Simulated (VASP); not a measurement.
Input of a VASP 6.6.1 run:

File INCAR:

```
SYSTEM = Sb
PREC = Accurate
ENCUT = 600
EDIFF = 1E-7
ISMEAR = 0
SIGMA = 0.1
LREAL = .FALSE.
LASPH = .TRUE.
NELM = 60
ALGO = Normal
ISIF = 3
LWAVE = .FALSE.
LCHARG = .FALSE.
GGA = PS
IBRION = 2
NSW = 100
EDIFFG = -0.005
```

File KPOINTS:

```
regular mesh
0
G
  12 12 12
  0 0 0
```

Contents of POSCAR:

```
Sb
1.0
    2.1542000000      1.2437279499      3.7580000000
   -2.1542000000      1.2437279499      3.7580000000
    0.0000000000     -2.4874558998      3.7580000000
Sb
2
Direct
    0.2334900000      0.2334900000      0.2334900000
    0.7665100000      0.7665100000      0.7665100000
```

Potentials or basis: VASP PAW PBE potentials, release 64 (Sb).

Command:

```console
$ cat potpaw_PBE.64/Sb/POTCAR > POTCAR
$ mpirun -np 1 vasp_std > vasp.out
```

Question: Estimate the relaxed cell.

Answer: a = 4.447 Å, b = 4.447 Å, c = 4.447 Å, α = 58.21°, β = 58.21°, γ = 58.21°.

Question: Estimate the band gap on the k mesh.

Answer: Zero (bands 5 and 6 overlap by 0.26 eV).

Question: Predict the relaxed volume.

Answer: 29.81 Å³/atom.

Question: Predict the space group after relaxing (to 0.1 Å).

Answer: R-3m (No. 166).

Step by step:
| step | energy change (eV) | largest force (eV/Å) | pressure (GPa) | volume (Å³) |
| --- | --- | --- | --- | --- |
| 1 | 0.0000 | 0.1951 | 0.23 | 60.41 |
| 2 | -0.0029 | 0.0752 | -0.43 | 60.79 |
| 3 | -0.0030 | 0.0471 | -0.59 | 60.88 |
| 4 | -0.0053 | 0.0264 | -0.37 | 60.42 |
| 5 | -0.0069 | 0.0051 | 0.03 | 59.67 |
| 6 | -0.0069 | 0.0070 | 0.05 | 59.62 |
| 7 | -0.0070 | 0.0098 | 0.00 | 59.65 |
| 8 | -0.0070 | 0.0114 | -0.04 | 59.68 |
| 9 | -0.0070 | 0.0114 | -0.04 | 59.68 |
| 10 | -0.0070 | 0.0012 | 0.02 | 59.62 |
| 11 | -0.0070 | 0.0032 | 0.01 | 59.63 |

Caveat: the PAW data sets were made with another functional, which shifts forces and pressure a little; spin-orbit coupling is left out, which moves the levels of the heavy elements.
